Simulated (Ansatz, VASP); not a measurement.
**In: VASP beside Ansatz**

```
In
1.0
    -1.64822    1.69734    2.52498
     1.69734   -1.64822    2.52498
     1.60436    1.60436   -2.49270
In
1
Direct
  0.00000 0.00000 0.00000
```

Alike in both runs: task single point; functional PBE; k mesh 11 × 11 × 14; occupations gaussian, width 0.3 eV; no spin polarisation.

|  | VASP | Ansatz |
| --- | --- | --- |
| version | VASP 6.6.1 | Ansatz 0.2.0 |
| potentials or method | VASP PAW PBE potentials, release 64 (In_d), cutoff 520 eV | plane waves (420 eV) with PAW, scalar-relativistic |
| valence electrons in the cell | 13 | 13 |

```csv
,VASP,Ansatz,Ansatz less VASP
pressure (GPa),0.0,0.0,+0.04
"traceless stress, the component that is largest in VASP (GPa)",-0.22,-0.22,-0.001
```
